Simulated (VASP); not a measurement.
# NaC4: single point with PBE

Crystal: NaC4.

```xyz
15
Lattice="5.3200 0.0000 0.0000 -2.6600 4.6073 0.0000 0.0000 0.0000 9.2057" Properties=species:S:1:pos:R:3 pbc="T T T"
Na    0.0000    0.0000    0.0000
Na    0.0000    3.0715    4.6028
Na    2.6600    1.5358    4.6028
C     0.0000    3.0715    2.5590
C     0.0000    3.0715    6.6467
C     2.6600    1.5358    6.6467
C     2.6600    1.5358    2.5590
C     3.2918    0.0000    7.4400
C    -1.6459    2.8508    7.4400
C     1.0141    1.7565    7.4400
C    -1.0141    1.7565    1.7657
C     2.0282    0.0000    1.7657
C     1.6459    2.8508    1.7657
C     0.0000    3.0715    0.0000
C     2.6600    1.5358    0.0000
```

| Item | Value |
| --- | --- |
| Program | VASP 6.6.1 |
| Task | single point |
| Functional | PBE |
| Potentials or basis | VASP PAW PBE potentials, release 64 (Na_pv, C) |
| Cutoff | 520 eV |
| k mesh | 6 × 6 × 2 |
| Occupations | gaussian, width 0.1 eV |
| Spin | no spin polarisation |
| Dipole correction | no |
| Further INCAR settings | LREAL = Auto; ALGO = Normal; EDIFF = 1e-07; NBANDS = 48 |

```
Pressure      : -19.0 GPa
Largest force : 7.036 eV/Å
```

Forces on the atoms (eV/Å):
```
Na   0.000  0.000  0.000
Na   0.000  0.000  0.000
Na   0.000  0.000  0.000
C    0.000  0.000 -7.036
C    0.000  0.000  7.036
C    0.000  0.000  7.036
C    0.000  0.000 -7.036
C   -2.026  0.000 -2.095
C    1.013 -1.755 -2.095
C    1.013  1.755 -2.095
C   -1.013  1.755  2.095
C    2.026  0.000  2.095
C   -1.013 -1.755  2.095
C    0.000  0.000  0.000
C    0.000  0.000  0.000
```

Stress tensor (GPa, compression positive):
```
-25.25   0.00   0.00
  0.00 -25.25   0.00
  0.00   0.00  -6.38
```

Levels at points of the mesh, in eV from the Fermi level:
```csv
k point,band 30,band 31,band 32,band 33,band 34,band 35,band 36,band 37,band 38,band 39
"(0.00, 0.00, 0.00)",-1.42,-1.32,-1.28,-1.28,0.64,0.64,0.64,0.98,0.98,1.29
"(0.50, 0.00, 0.00)",-1.27,-1.13,-0.68,-0.46,-0.35,-0.13,0.36,0.53,0.67,0.94
"(0.00, 0.00, 0.50)",-1.28,-1.28,-1.05,-0.82,-0.28,0.65,0.65,0.98,0.98,1.26
"(0.50, 0.00, 0.50)",-1.28,-0.89,-0.74,-0.42,-0.19,-0.15,0.03,0.54,0.60,0.70
```

Wall time 2.1 min on 1 thread of Intel(R) Xeon(R) 6975P-C (Granite Rapids), on a shared host, peak memory 0.33 GiB.

Caveat: forces of over 1 eV/Å act on the atoms, so gaps and moduli don't describe the material at rest.
